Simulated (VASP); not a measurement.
# Al2O3: relaxation of cell and atoms with PBEsol

The system is Al2O3.

```
Al O
1.0
     2.88433    0.00000    0.00000
    -1.44216    2.49790    0.00000
     0.00000    0.00000    9.33675
Al O
2 3
Direct
  0.00000 0.00000 0.14999
  0.00000 0.00000 0.85001
  0.33333 0.66667 0.22232
  0.66667 0.33333 0.00000
  0.33333 0.66667 0.77768
```

| Item | Value |
| --- | --- |
| Program | VASP 6.6.1 |
| Task | relaxation of cell and atoms |
| Functional | PBEsol |
| Potentials or basis | VASP PAW PBE potentials, release 64 (Al, O) |
| Cutoff | 600 eV |
| k mesh | 8 × 8 × 2 |
| Occupations | gaussian, width 0.01 eV |
| Spin | no spin polarisation |
| Dipole correction | no |
| Further INCAR settings | ALGO = Normal; EDIFF = 1e-07; IBRION = 2; EDIFFG = -0.02; NSW = 80; ISIF = 3 |

```yaml
Relaxed_volume: 13.19 Å³/atom
Relaxed_cell: a = 2.864 Å, b = 2.864 Å, c = 9.279 Å, α = 90.00°, β = 90.00°, γ = 120.00°
Space_group_after_relaxing_to_0.1_Å: P-6m2 (No. 187)
Energy_gained_by_relaxing: 2.7 meV/atom
Ionic_steps: 5
Pressure_after_relaxing: 0.0 GPa
Largest_force_after_relaxing: 0.016 eV/Å
Band_gap_on_the_k_mesh: 4.90 eV (least direct gap 5.15 eV)
```

Forces in eV/Å, atoms in the order of the input:
```
Al   0.000  0.000  0.013
Al   0.000  0.000 -0.013
O    0.000  0.000  0.016
O    0.000  0.000  0.000
O    0.000  0.000 -0.016
```

The path:
```
step  energy change (eV)  largest force (eV/Å)  pressure (GPa)  volume (Å³)
   1              0.0000                0.1461           -2.92        67.27
   2             -0.0010                0.3400            2.89        64.91
   3             -0.0123                0.1654           -0.05        66.05
   4             -0.0126                0.1616           -0.02        65.84
   5             -0.0133                0.0164           -0.03        65.93
```

Final structure:
```yaml
crystal:
  lattice:
    - [2.86437, 0.00000, 0.00000]
    - [-1.43219, 2.48062, 0.00000]
    - [0.00000, 0.00000, 9.27892]
  atoms:
    - { symbol: Al, position: [0.00000, 0.00000, 0.14932] }
    - { symbol: Al, position: [0.00000, 0.00000, 0.85068] }
    - { symbol: O, position: [0.33333, 0.66667, 0.22215] }
    - { symbol: O, position: [0.66667, 0.33333, 0.00000] }
    - { symbol: O, position: [0.33333, 0.66667, 0.77785] }
```

Levels at points of the mesh, in eV from the valence-band top:
```
           k point  band 9  band 10  band 11  band 12  band 13  band 14  band 15  band 16
(0.00, 0.00, 0.00)   -1.21    -0.58    -0.58    -0.25     4.90     7.53     7.99     9.31
(0.50, 0.00, 0.00)   -1.95    -1.06    -0.83    -0.57     7.79     8.99     9.07    11.06
(0.00, 0.00, 0.50)   -1.21    -0.58    -0.58    -0.30     5.03     7.20     8.00     9.70
(0.50, 0.00, 0.50)   -1.95    -1.06    -0.84    -0.56     7.80     8.94     9.12    10.84
```

Wall time 2.3 min on 1 thread of Intel Xeon 8259CL, on a shared host, peak memory 0.21 GiB.

Caveat: the PAW data sets were made with another functional, which shifts forces and pressure a little. A k mesh can miss the band edges.
